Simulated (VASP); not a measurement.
# TiAl (pbe) (P-6m2) in VASP: a series of runs, part 2 of 2

VASP 6.6.1.

### Step 3. Relaxation of cell and atoms, PBE

This run uses another cell than the first one, of 16.65 Å³/atom, 0.997 times its volume.

Input file INCAR:

```
PREC     = Accurate       # precision mode
ENCUT    = 600            # plane-wave cutoff, eV
EDIFF    = 1E-6           # SCF threshold, eV
ISMEAR   = 0              # smearing method
SIGMA    = 0.1            # smearing width, eV
LREAL    = F              # projectors in reciprocal space
LASPH    = T              # aspherical terms in the spheres
NELM     = 100            # most SCF steps
ALGO     = Normal         # electronic algorithm
ISIF     = 3              # what is computed and relaxed
LWAVE    = F              # write WAVECAR
LCHARG   = F              # write CHGCAR
GGA      = PE             # functional
IBRION   = 2              # ionic algorithm
NSW      = 100            # ionic steps
EDIFFG   = -0.002         # ionic threshold
```

Input file KPOINTS:

```
Automatic mesh
0
Gamma
  18 18 10
```

Input file POSCAR:

```
TiAl
1.0
    2.8672622300      0.0000000000      0.0000000000
   -1.4336311200      2.4831219300      0.0000000000
    0.0000000000      0.0000000000      4.6780830000
Ti Al
1 1
Direct
    0.0000000000      0.0000000000      0.0000000000
    0.3333333300      0.6666666700      0.5000000000
```

Potentials or basis: VASP PAW PBE potentials, release 64 (Ti_sv, Al).

Started as:

```
$ cat potpaw_PBE.64/Ti_sv/POTCAR potpaw_PBE.64/Al/POTCAR > POTCAR
$ mpirun -np 1 vasp_std > vasp.out
```

OUTCAR:

```text
PREC = Accurate
   ENCUT = 600
   EDIFF = 1E-6
   ISMEAR = 0
   LREAL = F
   LASPH = T
   NELM = 100
   ISIF = 3
   GGA = PE
   IBRION = 2
   NSW = 100
   EDIFFG = -0.002

 ion  position               nearest neighbor table
   1  0.000  0.000  0.000-   2 2.87   2 2.87   2 2.87   2 2.87   2 2.87   2 2.87
   2  0.333  0.667  0.500-   1 2.87   1 2.87   1 2.87   1 2.87   1 2.87   1 2.87

  LATTYP: Found a hexagonal cell.
 ALAT       =     2.8672622300
 C/A-ratio  =     1.6315504564

  Lattice vectors:

 A1 = (   2.8672622300,   0.0000000000,   0.0000000000)
 A2 = (  -1.4336311200,   2.4831219300,   0.0000000000)
 A3 = (   0.0000000000,   0.0000000000,   4.6780830000)

Analysis of symmetry for initial positions (statically):
=====================================================================
 Subroutine PRICEL returns:
 Original cell was already a primitive cell.

 Routine SETGRP: Setting up the symmetry group for a
 hexagonal supercell.

 Subroutine GETGRP returns: Found 12 space group operations
 (whereof 12 operations were pure point group operations)
 out of a pool of 24 trial point group operations.

The static configuration has the point symmetry D_3h.

Analysis of symmetry for dynamics (positions and initial velocities):
=====================================================================
 Subroutine PRICEL returns:
 Original cell was already a primitive cell.

 Routine SETGRP: Setting up the symmetry group for a
 hexagonal supercell.

 Subroutine GETGRP returns: Found 12 space group operations
 (whereof 12 operations were pure point group operations)
 out of a pool of 24 trial point group operations.

The dynamic configuration has the point symmetry D_3h.

 Subroutine INISYM returns: Found 12 space group operations
 (whereof 12 operations are pure point group operations),
 and found     1 'primitive' translations

[... 125 lines left out ...]
 conjugate gradient relaxation of ions
 non-spin polarized calculation
 Gauss-broadening in eV      SIGMA  =   0.10
  energy-cutoff  :      600.00
  volume of cell :       33.31
 maximum number of plane-waves:      1132
 NGX is ok and might be reduce to    24
   NGX = 11   NGY = 11   NGZ = 19

--------------------------------------- Ionic step        1  -------------------------------------------

 number of electron      14.9999999 magnetization

 Free energy of the ion-electron system (eV)
  ---------------------------------------------------
  ext. energy  EPLUGINS =         0.00000000
  ---------------------------------------------------
  free energy    TOTEN  =       -12.08907105 eV

  energy without entropy =      -12.07635271  energy(sigma->0) =      -12.08271188

------------------------ aborting loop because EDIFF is reached ----------------------------------------

  FORCE on cell =-STRESS in cart. coord.  units (eV):
  Direction    XX          YY          ZZ          XY          YZ          ZX
  --------------------------------------------------------------------------------------
  -------------------------------------------------------------------------------------
  Total        0.1311677      0.1311677     -0.1665894     -0.0000000      0.0000000      0.0000000
  in kB        6.3096344      6.3096344     -8.0135415     -0.0000000      0.0000000      0.0000000
  external PRESSURE =       1.5352424 kB  Pullay stress =       0.0000000 kB
[... 275 lines left out ...]
--------------------------------------- Ionic step        9  -------------------------------------------

 number of electron      14.9999998 magnetization

 Free energy of the ion-electron system (eV)
  ---------------------------------------------------
  ext. energy  EPLUGINS =         0.00000000
  ---------------------------------------------------
  free energy    TOTEN  =       -12.09016057 eV

  energy without entropy =      -12.07713067  energy(sigma->0) =      -12.08364562

 E-fermi :   7.8248     XC(G=0): -10.9212

 val. band max:        7.8128331393   @ k =   0.3333   0.2778   0.4000
 cond. band min:       7.8274276069   @ k =   0.3333   0.2778   0.3000
 fundamental gap:      0.0145944676
 Fermi energy:         7.8247934921

 k-point     1 :       0.0000    0.0000    0.0000
  band No.  band energies     occupation
      1     -48.7109      2.00000
      2     -25.0295      2.00000
      3     -24.6258      2.00000
      4     -24.6258      2.00000
      5      -1.0660      2.00000
      6       5.5792      2.00000
      7       6.0791      2.00000
      8       9.0943      0.00000
      9       9.0943      0.00000
     10      10.5529      0.00000
     11      10.5529      0.00000
[... 309 lines left out ...]
 k-point    24 :       0.3889    0.1111    0.0000
  band No.  band energies     occupation
      1     -48.6211      2.00000
      2     -25.1408      2.00000
      3     -24.9400      2.00000
      4     -24.7895      2.00000
      5       3.6104      2.00000
      6       5.8488      2.00000
      7       6.4511      2.00000
      8       7.0779      2.00000
      9       9.3970      0.00000
     10      10.8903      0.00000
     11      11.8394      0.00000

 [... further k-points ...]
[... 5 lines left out ...]
  --------------------------------------------------------------------------------------
  -------------------------------------------------------------------------------------
  Total       -0.0000848     -0.0000848      0.0023343      0.0000000     -0.0000000     -0.0000000
  in kB       -0.0040658     -0.0040658      0.1119835      0.0000000     -0.0000000     -0.0000000
  external PRESSURE =       0.0346173 kB  Pullay stress =       0.0000000 kB
[... 17 lines left out ...]
  FREE ENERGIE OF THE ION-ELECTRON SYSTEM (eV)
  ---------------------------------------------------
  free  energy   TOTEN  =       -12.0901605747 eV

  energy  without entropy=      -12.0771306702  energy(sigma->0) =      -12.08364562

 reached required accuracy - stopping structural energy minimisation
```

Run time: 2.4 min. Hardware: 1 thread of Intel Xeon Platinum 8488C (Sapphire Rapids), shared host; peak memory 0.26 GiB.

What came out:

| Item | Value |
| --- | --- |
| Free energy | -12.0902 eV |
| Relaxed volume | 16.70 Å³/atom |
| Relaxed cell | a = 2.880 Å, b = 2.880 Å, c = 4.649 Å, α = 90.00°, β = 90.00°, γ = 120.00° |
| Space group after relaxing (to 0.05 Å) | P-6m2 (No. 187) |
| Energy gained by relaxing | 0.5 meV/atom |
| Ionic steps | 9 |
| Pressure after relaxing | 0.0 GPa |

The path:
```tsv
step	energy change (eV)	largest force (eV/Å)	pressure (GPa)	volume (Å³)
1	0.0000	0.0000	0.15	33.31
2	-0.0010	0.0000	-0.03	33.38
3	-0.0011	0.0000	0.02	33.42
4	-0.0011	0.0000	-0.07	33.42
5	-0.0011	0.0000	-0.10	33.42
6	-0.0011	0.0000	-0.10	33.42
7	-0.0011	0.0000	0.07	33.37
8	-0.0011	0.0000	0.03	33.39
9	-0.0011	0.0000	0.00	33.40
```

Final structure:
```cif
data_structure
_symmetry_space_group_name_H-M 'P 1'
_symmetry_Int_Tables_number 1
_cell_length_a 2.8802
_cell_length_b 2.8802
_cell_length_c 4.6488
_cell_angle_alpha 90.000
_cell_angle_beta 90.000
_cell_angle_gamma 120.000
_cell_volume 33.40
loop_
_atom_site_label
_atom_site_type_symbol
_atom_site_fract_x
_atom_site_fract_y
_atom_site_fract_z
_atom_site_occupancy
Ti1 Ti 0.00000 0.00000 0.00000 1
Al1 Al 0.33333 0.66667 0.50000 1
```

Levels at points of the mesh, in eV from the Fermi level:
| k point | band 5 | band 6 | band 7 | band 8 | band 9 | band 10 |
| --- | --- | --- | --- | --- | --- | --- |
| (0.00, 0.00, 0.00) | -8.89 | -2.25 | -1.75 | 1.27 | 1.27 | 2.73 |
| (0.50, 0.00, 0.00) | -3.70 | -2.84 | -1.50 | -0.95 | 2.07 | 3.89 |
| (0.00, 0.00, 0.50) | -7.98 | -5.24 | -0.37 | 1.28 | 1.28 | 2.65 |
| (0.50, 0.00, 0.50) | -3.65 | -2.39 | -1.80 | 0.51 | 0.97 | 1.86 |

### Step 4. Single point, PBE

This run uses another cell than the first one, of 16.65 Å³/atom, 0.997 times its volume.

Input file INCAR:

```
SYSTEM = TiAl
ALGO = Normal
EDIFF = 1E-6
ENCUT = 520
GGA = PE
ISIF = 2
ISMEAR = 0
LASPH = .TRUE.
LCHARG = .FALSE.
LREAL = .FALSE.
LWAVE = .FALSE.
NBANDS = 14
NELM = 100
PREC = Accurate
SIGMA = 0.1
```

Input file KPOINTS:

```
k-points
0
G
  9 9 4
  0 0 0
```

POSCAR is that of step 3.

Potentials or basis: VASP PAW PBE potentials, release 64 (Ti_sv, Al).

Started as:

```
$ cat potpaw_PBE.64/Ti_sv/POTCAR potpaw_PBE.64/Al/POTCAR > POTCAR
$ mpirun -np 1 vasp_std > vasp.out
```

OUTCAR:

```text
SYSTEM = TiAl
   EDIFF = 1E-6
   ENCUT = 520
   GGA = PE
   ISIF = 2
   ISMEAR = 0
   LASPH = .TRUE.
   LREAL = .FALSE.
   NELM = 100
   PREC = Accurate

 ion  position               nearest neighbor table
   1  0.000  0.000  0.000-   2 2.87   2 2.87   2 2.87   2 2.87   2 2.87   2 2.87
   2  0.333  0.667  0.500-   1 2.87   1 2.87   1 2.87   1 2.87   1 2.87   1 2.87

  LATTYP: Found a hexagonal cell.
 ALAT       =     2.8672622300
 C/A-ratio  =     1.6315504564

  Lattice vectors:

 A1 = (   2.8672622300,   0.0000000000,   0.0000000000)
 A2 = (  -1.4336311200,   2.4831219300,   0.0000000000)
[... 586 lines left out ...]
     10      10.3743      0.00000
     11      10.5806      0.00000
     12      11.2293      0.00000
     13      14.6712      0.00000
     14      14.6884      0.00000

 [... further k-points ...]
[... 5 lines left out ...]
  --------------------------------------------------------------------------------------
  -------------------------------------------------------------------------------------
  Total        0.1096512      0.1096512     -0.0967493     -0.0000000     -0.0000000      0.0000000
  in kB        5.2746150      5.2746150     -4.6539863     -0.0000000     -0.0000000      0.0000000
  external PRESSURE =       1.9650813 kB  Pullay stress =       0.0000000 kB

 VOLUME and BASIS-vectors are now :
 -----------------------------------------------------------------------------
  energy-cutoff  :      520.00
  volume of cell :       33.31
      direct lattice vectors                 reciprocal lattice vectors
     2.867262230  0.000000000  0.000000000     0.348764752  0.201359424  0.000000000
    -1.433631120  2.483121930  0.000000000     0.000000000  0.402718847  0.000000000
     0.000000000  0.000000000  4.678083000     0.000000000  0.000000000  0.213762774

 POSITION                                       TOTAL-FORCE (eV/Angst)
 -----------------------------------------------------------------------------------
      0.00000      0.00000      0.00000         0.000000     -0.000000      0.000000
     -0.00000      1.65541      2.33904        -0.000000      0.000000      0.000000
 -----------------------------------------------------------------------------------
    total drift:                               -0.000000      0.000000      0.000000

  FREE ENERGIE OF THE ION-ELECTRON SYSTEM (eV)
  ---------------------------------------------------
  free  energy   TOTEN  =       -12.0936654637 eV

  energy  without entropy=      -12.0801725227  energy(sigma->0) =      -12.08691899
```

OSZICAR:

```text
N       E                     dE             d eps       ncg     rms          rms(c)
DAV:   1     0.998870286775E+02    0.99887E+02   -0.71863E+03  1008   0.108E+03
DAV:   2    -0.750459230852E+01   -0.10739E+03   -0.10292E+03  1038   0.301E+02
DAV:   3    -0.133839803789E+02   -0.58794E+01   -0.57033E+01  1496   0.662E+01
DAV:   4    -0.135879610106E+02   -0.20398E+00   -0.20363E+00  1160   0.110E+01
DAV:   5    -0.135970587958E+02   -0.90978E-02   -0.90964E-02  1498   0.217E+00    0.919E+00
DAV:   6    -0.124194692273E+02    0.11776E+01   -0.62973E+00  1150   0.300E+01    0.375E+00
DAV:   7    -0.121204638161E+02    0.29901E+00   -0.70885E-01  1128   0.992E+00    0.197E+00
DAV:   8    -0.120970354069E+02    0.23428E-01   -0.17393E-01  1128   0.447E+00    0.759E-01
DAV:   9    -0.120967189988E+02    0.31641E-03   -0.52065E-02  1116   0.306E+00    0.500E-01
DAV:  10    -0.120936225676E+02    0.30964E-02   -0.96223E-03  1104   0.121E+00    0.740E-02
DAV:  11    -0.120936664388E+02   -0.43871E-04   -0.76385E-04  1422   0.250E-01    0.409E-02
DAV:  12    -0.120936670866E+02   -0.64781E-06   -0.24645E-05  1104   0.470E-02    0.231E-02
DAV:  13    -0.120936655745E+02    0.15122E-05   -0.34678E-06  1174   0.186E-02    0.798E-03
DAV:  14    -0.120936654637E+02    0.11076E-06   -0.66930E-07   746   0.786E-03
   1 F= -.12093665E+02 E0= -.12086919E+02  d E =-.134929E-01
```

It took 9.7 s on 1 thread of Intel Xeon Platinum 8488C (Sapphire Rapids), shared host; peak memory 0.16 GiB.

What came out:

* Free energy: -12.0937 eV
* Pressure: 0.2 GPa

Stress tensor (GPa, compression positive):
```
 0.53  0.00  0.00
 0.00  0.53  0.00
 0.00  0.00 -0.47
```

### Step 5. Overview

```csv
task,cell,k mesh,cutoff (eV),gap on the mesh (eV),pressure (GPa)
single point,"a = 2.881, b = 2.881, c = 4.649 Å, angles 90.0, 90.0, 120.0°, 2 atoms",18 × 18 × 10,520,none,0.0
relaxation of cell and atoms,"relaxed from a = 2.867, b = 2.867, c = 4.678 Å, angles 90.0, 90.0, 120.0°, 2 atoms",18 × 18 × 10,600,none,0.0
single point,"a = 2.867, b = 2.867, c = 4.678 Å, angles 90.0, 90.0, 120.0°, 2 atoms",9 × 9 × 4,520,none,0.2
```

Alike in all rows: level PBE; potentials or basis VASP PAW PBE potentials, release 64 (Ti_sv, Al); no spin polarisation; smearing gaussian 0.1 eV.

Total energies depend on the potentials used, so only differences within one code and one set of settings carry meaning.
